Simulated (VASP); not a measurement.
Input of a VASP 6.6.1 run:

File INCAR:

```
SYSTEM = C
  PREC = Accurate
  ENCUT = 520
  EDIFF = 1E-7
  ISMEAR = 0
  SIGMA = 0.1
  LREAL = .FALSE.
  LASPH = .TRUE.
  NELM = 150
  ALGO = Normal
  ISIF = 2
  LWAVE = .FALSE.
  LCHARG = .FALSE.
  ISPIN = 2
  MAGMOM = 1
  LORBIT = 11
  GGA = PE
  NBANDS = 12
```

File KPOINTS:

```
regular mesh
0
G
  8 12 8
  0 0 0
```

File POSCAR:

```
C
1.0
    2.0266764400      0.0000000000      0.0000000000
    0.0000000000      1.3614597500      0.0000000000
   -0.8771826400      0.0000000000      2.3216331700
C
1
Direct
    0.5000000000      0.0000000000      0.0000000000
```

Potentials or basis: VASP PAW PBE potentials, release 64 (C).

Launch:

```sh
$ cat potpaw_PBE.64/C/POTCAR > POTCAR
$ mpirun -np 1 vasp_std > vasp.out
```

Estimate the pressure.

27.0 GPa.

Estimate the band gap on the k mesh.

zero (filled and empty bands overlap).

Stress tensor (GPa, compression positive):
```
 93.31   0.00  -7.93
  0.00 -88.95   0.00
 -7.93   0.00  76.75
```

Caveat: the k points lie up to 0.41 Å⁻¹ apart.
